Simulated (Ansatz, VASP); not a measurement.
One calculation of Gd, two programs

INCAR

```
PREC     = Accurate       # precision mode
ENCUT    = 520            # plane-wave cutoff, eV
EDIFF    = 1E-6           # SCF threshold, eV
ISMEAR   = -1             # smearing method
SIGMA    = 0.05           # smearing width, eV
LREAL    = False          # projectors in reciprocal space
LASPH    = True           # aspherical terms in the spheres
NELM     = 150            # most SCF steps
ALGO     = Normal         # electronic algorithm
ISIF     = 2              # what is computed and relaxed
LWAVE    = False          # write WAVECAR
LCHARG   = False          # write CHGCAR
ISPIN    = 2              # spin polarisation
MAGMOM   = 7.372 7.372    # initial moments
LORBIT   = 11             # projections on sites
LMAXMIX  = 6              # l up to which the mixer works
GGA      = PE             # functional
NBANDS   = 29             # bands
```

KPOINTS

```
regular mesh
0
Gamma
  11 11 6
```

POSCAR

```
Gd
1.0
    3.6483276435      0.0000000000      0.0000000000
   -1.8241638217      3.1595444206      0.0000000000
    0.0000000000      0.0000000000      5.8327272018
Gd
2
Direct
    0.3333333333      0.6666666667      0.2500000000
    0.6666666667      0.3333333333      0.7500000000
```

Input for Ansatz:

```yaml
crystal:
  lattice:
    - [3.6483276435, 0.0, 0.0]
    - [-1.8241638217, 3.1595444206, 0.0]
    - [0.0, 0.0, 5.8327272018]
  atoms:
    - { symbol: Gd, position: [0.3333333333, 0.6666666667, 0.25], spin: 7.372 }
    - { symbol: Gd, position: [0.6666666667, 0.3333333333, 0.75], spin: 7.372 }
hamiltonian:
  xc: pbe
  pseudopotentials:
    kind: paw
    azcp:
      Gd: "pseudopotentials/Gd.paw.azcp"
basis:
  ecutwfc: 420
  fft_grid_basis: typed
kpoints:
  mp_grid: { grid: [11, 11, 6], shift: [0, 0, 0] }
magnetization:
  spin_polarized: true
scf:
  occupations: { method: fermi_dirac, width: 0.05 }
  lower_state_search: "off"
output:
  stress: true
```

Alike in both runs: task single point; functional PBE; k mesh 11 × 11 × 6; occupations fermi-dirac, width 0.05 eV; collinear spin.

```csv
,VASP,Ansatz
version,VASP 6.6.1,Ansatz 0.2.0
potentials or method,"VASP PAW PBE potentials, release 64 (Gd), cutoff 520 eV","plane waves (420 eV) with PAW, scalar-relativistic"
valence electrons in the cell,36,36
```

|  | VASP | Ansatz | Ansatz less VASP |
| --- | --- | --- | --- |
| pressure (GPa) | 0.1 | 0.0 | -0.08 |
| traceless stress, the component that is largest in VASP (GPa) | 0.04 | 0.05 | +0.009 |
| net moment per atom (μB) | 7.66 | 7.66 | -0.002 |
| size of the moment on the site where the two differ most (μB) | 7.00 | 7.37 | +0.368 |

Site moments also hang on the region over which each program counts them.

Spin-orbit coupling is off throughout.
